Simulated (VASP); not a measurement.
# BN (P6_3/mmc) in VASP: vibrations by perturbation theory with PBEsol

Aim: the vibrations by perturbation theory of BN with PBEsol.

All numbers are computed with VASP 6.6.1; they aren't measurements. Logs are shortened: lines on timing, memory, paths and dates and some standing lists are left out, and cuts for length are marked.

### 1 The cell of the first run

The structure is hexagonal, space group P6_3/mmc (No. 194). Conventional cell: a = 2.504 Å, b = 2.504 Å, c = 7.034 Å, α = 90.00°, β = 90.00°, γ = 120.00°. Within 1.9 Å of B (site symmetry -6m2) lie 3 N at 1.45 Å. N (site symmetry -6m2) has 3 B at 1.45 Å within 1.9 Å.

### 2 Vibrations by perturbation theory, PBEsol

File INCAR:

```
PREC = Accurate
ENCUT = 520
EDIFF = 1E-8
ISMEAR = 0
SIGMA = 0.05
LREAL = F
LASPH = T
NELM = 80
ALGO = Normal
ISIF = 2
LWAVE = F
LCHARG = F
GGA = PS
NBANDS = 16
IBRION = 8
NSW = 1
```

File KPOINTS:

```
Automatic mesh
0
Gamma
  12 12 4
```

File POSCAR:

```
BN
1.0
    2.5037762085      0.0000000000      0.0000000000
   -1.2518881043      2.1683338019      0.0000000000
    0.0000000000      0.0000000000      7.0340971178
B N
2 2
Direct
    0.3333333333      0.6666666667      0.2500000000
    0.6666666667      0.3333333333      0.7500000000
    0.3333333333      0.6666666667      0.7500000000
    0.6666666667      0.3333333333      0.2500000000
```

Potentials or basis: VASP PAW PBE potentials, release 64 (B, N).

Started as:

```console
cat potpaw_PBE.64/B/POTCAR potpaw_PBE.64/N/POTCAR > POTCAR
mpirun -np 1 vasp_std > vasp.out
```

OUTCAR:

```text
PREC = Accurate
   ENCUT = 520
   EDIFF = 1E-8
   ISMEAR = 0
   LREAL = F
   LASPH = T
   NELM = 80
   ISIF = 2
   GGA = PS
   IBRION = 8
   NSW = 1

 ion  position               nearest neighbor table
   1  0.333  0.667  0.250-   4 1.45   4 1.45   4 1.45
   2  0.667  0.333  0.750-   3 1.45   3 1.45   3 1.45
   3  0.333  0.667  0.750-   2 1.45   2 1.45   2 1.45
   4  0.667  0.333  0.250-   1 1.45   1 1.45   1 1.45

  LATTYP: Found a hexagonal cell.
 ALAT       =     2.5037762085
 C/A-ratio  =     2.8093953022

  Lattice vectors:

 A1 = (   2.5037762085,   0.0000000000,   0.0000000000)
 A2 = (  -1.2518881043,   2.1683338019,   0.0000000000)
 A3 = (   0.0000000000,   0.0000000000,   7.0340971178)

Analysis of symmetry for initial positions (statically):
=====================================================================
 Subroutine PRICEL returns:
 Original cell was already a primitive cell.

 Routine SETGRP: Setting up the symmetry group for a
 hexagonal supercell.

 Subroutine GETGRP returns: Found 24 space group operations
 (whereof 12 operations were pure point group operations)
 out of a pool of 24 trial point group operations.

The static configuration has the point symmetry D_3d.
 The point group associated with its full space group is D_6h.

Analysis of symmetry for dynamics (positions and initial velocities):
=====================================================================
 Subroutine PRICEL returns:
 Original cell was already a primitive cell.

 Routine SETGRP: Setting up the symmetry group for a
 hexagonal supercell.

 Subroutine GETGRP returns: Found 24 space group operations
 (whereof 12 operations were pure point group operations)
 out of a pool of 24 trial point group operations.

The dynamic configuration has the point symmetry D_3d.
 The point group associated with its full space group is D_6h.

 Subroutine INISYM returns: Found 24 space group operations
 (whereof 12 operations are pure point group operations),
 and found     1 'primitive' translations

----------------------------------------------------------------------------------------

                                     Primitive cell

  volume of cell :      38.1883

  direct lattice vectors                    reciprocal lattice vectors
     2.503776209  0.000000000  0.000000000     0.399396718  0.230591803  0.000000000
    -1.251888104  2.168333802  0.000000000     0.000000000  0.461183605  0.000000000
     0.000000000  0.000000000  7.034097118     0.000000000  0.000000000  0.142164656

  length of vectors
     2.503776209  2.503776208  7.034097118     0.461183605  0.461183605  0.142164656

  position of ions in fractional coordinates (direct lattice)
     0.333333333  0.666666667  0.250000000
     0.666666667  0.333333333  0.750000000
     0.333333333  0.666666667  0.750000000
     0.666666667  0.333333333  0.250000000

  ion indices of the primitive-cell ions
   primitive index   ion index
[... 123 lines left out ...]
  free energy    TOTEN  =       -36.57077737 eV

  energy without entropy =      -36.57077737  energy(sigma->0) =      -36.57077737

 E-fermi :   2.0458     XC(G=0):  -9.9131

 val. band max:        1.7447746295   @ k =   0.3333   0.3333   0.5000
 cond. band min:       6.0077292497   @ k =   0.5000  -0.0000   0.0000
 fundamental gap:      4.2629546202
 Fermi energy:         2.0457508696

 k-point     1 :       0.0000    0.0000    0.0000
  band No.  band energies     occupation
      1     -15.9682      2.00000
      2     -15.7751      2.00000
      3      -4.3125      2.00000
      4      -2.6794      2.00000
      5       0.4372      2.00000
      6       0.4372      2.00000
[... 433 lines left out ...]
      3      -5.1321      2.00000
      4      -5.0989      2.00000
      5      -1.8241      2.00000
      6      -1.7989      2.00000
[... 8 lines left out ...]
     15      18.1267      0.00000
     16      20.0987      0.00000

 [... further k-points ...]

------------------------ aborting loop because EDIFF is reached ----------------------------------------

  FORCE on cell =-STRESS in cart. coord.  units (eV):
  Direction    XX          YY          ZZ          XY          YZ          ZX
  --------------------------------------------------------------------------------------
  -------------------------------------------------------------------------------------
  Total        0.1709880      0.1709880     -0.0332577     -0.0000000      0.0000000      0.0000000
  in kB        7.1737495      7.1737495     -1.3953172     -0.0000000      0.0000000      0.0000000
  external PRESSURE =       4.3173939 kB  Pullay stress =       0.0000000 kB

 VOLUME and BASIS-vectors are now :
 -----------------------------------------------------------------------------
  energy-cutoff  :      520.00
  volume of cell :       38.19
      direct lattice vectors                 reciprocal lattice vectors
     2.503776209  0.000000000  0.000000000     0.399396718  0.230591803  0.000000000
    -1.251888104  2.168333802  0.000000000     0.000000000  0.461183605  0.000000000
     0.000000000  0.000000000  7.034097118     0.000000000  0.000000000  0.142164656

 POSITION                                       TOTAL-FORCE (eV/Angst)
 -----------------------------------------------------------------------------------
     -0.00000      1.44556      1.75852        -0.000000      0.000000      0.000000
      1.25189      0.72278      5.27557         0.000000     -0.000000      0.000000
     -0.00000      1.44556      5.27557         0.000000      0.000000      0.000000
      1.25189      0.72278      1.75852        -0.000000     -0.000000      0.000000
 -----------------------------------------------------------------------------------
    total drift:                                0.000000     -0.000000      0.000000

  FREE ENERGIE OF THE ION-ELECTRON SYSTEM (eV)
  ---------------------------------------------------
  free  energy   TOTEN  =       -36.5707773687 eV

  energy  without entropy=      -36.5707773687  energy(sigma->0) =      -36.57077737

[... ionic steps 2 to 9 ...]

--------------------------------------- Ionic step       10  -------------------------------------------

------------------------ aborting loop because EDIFF is reached ----------------------------------------

[... ionic steps 11 to 11 ...]

--------------------------------------- Ionic step       12  -------------------------------------------

 Free energy of the ion-electron system (eV)
  ---------------------------------------------------
  ---------------------------------------------------
  free energy    TOTEN  =        -0.26945966 eV

  energy without entropy =       -0.26945966

------------------------ aborting loop because EDIFF is reached ----------------------------------------

 INTERNAL STRAIN TENSOR  FOR ION    3  DIRECTION 3   (eV/Angst):
 -----------------------------------------------------------------------------
     0.00126  0.00000 -0.00000
    -0.00000  0.00126  0.00000
     0.00000 -0.00000 -0.00135

 INTERNAL STRAIN TENSOR FOR ION    4 for displacements in x,y,z  (eV/Angst):
          X           Y           Z          XY          YZ          ZX
  --------------------------------------------------------------------------------
  x    -0.00000     0.00000     0.00000    12.99159     0.00000     0.00000
  y    12.99159   -12.99159     0.00000     0.00000     0.00000     0.00000
  z    -0.00000    -0.00000    -0.00000     0.00000     0.00000     0.00000

 SECOND DERIVATIVES (NOT SYMMETRIZED)
 ------------------------------------
               1X          1Y          1Z          2X          2Y          2Z          3X          3Y          3Z          4X          4Y          4Z
  1X   -41.640454    0.000000    0.000000    0.006906   -0.000000    0.000000    0.004479   -0.000000    0.000000   41.629069   -0.000000    0.000000
  1Y     0.000000  -41.640454    0.000000   -0.000000    0.006906    0.000000   -0.000000    0.004479    0.000000   -0.000000   41.629069    0.000000
  1Z     0.000000    0.000000  -13.435624    0.000000    0.000000    0.644991    0.000000    0.000000   -0.656430    0.000000    0.000000   13.447063
  2X     0.006906   -0.000000    0.000000  -41.640454    0.000000    0.000000   41.629069   -0.000000    0.000000    0.004479   -0.000000    0.000000
  2Y    -0.000000    0.006906    0.000000    0.000000  -41.640454    0.000000   -0.000000   41.629069    0.000000   -0.000000    0.004479    0.000000
  2Z     0.000000    0.000000    0.644991    0.000000    0.000000  -13.435624    0.000000    0.000000   13.447063    0.000000    0.000000   -0.656430
  3X     0.001385   -0.000000    0.000000   41.630963   -0.000000    0.000000  -41.657886    0.000000    0.000000    0.025538   -0.000000    0.000000
  3Y    -0.000000    0.001385    0.000000   -0.000000   41.630963    0.000000    0.000000  -41.657886    0.000000   -0.000000    0.025538    0.000000
  3Z     0.000000    0.000000   -0.655924   -0.000000    0.000000   13.434220    0.000000   -0.000000  -13.607501   -0.000000    0.000000    0.829205
  4X    41.630963   -0.000000    0.000000    0.001385   -0.000000    0.000000    0.025538   -0.000000    0.000000  -41.657886    0.000000    0.000000
  4Y    -0.000000   41.630963    0.000000   -0.000000    0.001385    0.000000   -0.000000    0.025538    0.000000    0.000000  -41.657886    0.000000
  4Z    -0.000000    0.000000   13.434220    0.000000    0.000000   -0.655924   -0.000000    0.000000    0.829205    0.000000   -0.000000  -13.607501

 Eigenvectors and eigenvalues of the dynamical matrix
 ----------------------------------------------------

   1 f  =   40.845725 THz   256.641257 2PiTHz 1362.466716 cm-1   168.924268 meV
             X         Y         Z           dx          dy          dz
     -0.000000  1.445556  1.758524     0.492718   -0.198226   -0.000000
      1.251888  0.722778  5.275573    -0.492718    0.198226    0.000000
     -0.000000  1.445556  5.275573     0.433100   -0.174241   -0.000000
      1.251888  0.722778  1.758524    -0.433100    0.174241   -0.000000
[... 71 lines left out ...]
  12 f/i=    0.005414 THz     0.034019 2PiTHz    0.180601 cm-1     0.022392 meV
             X         Y         Z           dx          dy          dz
     -0.000000  1.445556  1.758524    -0.000000    0.000000    0.466626
      1.251888  0.722778  5.275573    -0.000000    0.000000    0.466626
     -0.000000  1.445556  5.275573    -0.000000    0.000000    0.531282
      1.251888  0.722778  1.758524    -0.000000    0.000000    0.531282

--------------------------------------------------------------------------------------------------------

 ELASTIC MODULI CONTR FROM IONIC RELAXATION (kBar)
 Direction    XX          YY          ZZ          XY          YZ          ZX
 --------------------------------------------------------------------------------
 XX        -448.3707    448.3707     -0.0000      0.0000      0.0000      0.0000
 YY         448.3707   -448.3707      0.0000      0.0000     -0.0000      0.0000
 ZZ          -0.0000      0.0000     -0.0000     -0.0000     -0.0000      0.0000
 XY           0.0000      0.0000     -0.0000   -448.3707     -0.0000      0.0000
 YZ           0.0000     -0.0000     -0.0000     -0.0000     -0.0000      0.0000
 ZX           0.0000      0.0000      0.0000      0.0000      0.0000      0.0000
 --------------------------------------------------------------------------------
```

It took 3.3 min on 1 thread of AMD EPYC 9R45 (Zen 5), shared host; peak memory 0.41 GiB.

Results:

- Highest phonon frequency at Γ, LO-TO splitting left out: 1362 cm⁻¹

Phonon frequencies in cm⁻¹ (negative: imaginary):
| q point | frequencies |
| --- | --- |
| (0.000, 0.000, 0.000) | 0 0 0 29 29 59 755 794 1362 1362 1362 1362 |

Caveat: the PAW data sets were made with another functional, which shifts forces and pressure a little; this functional lacks dispersion, which binds layers or chains, so the pressure and a relaxed spacing across them are unreliable.
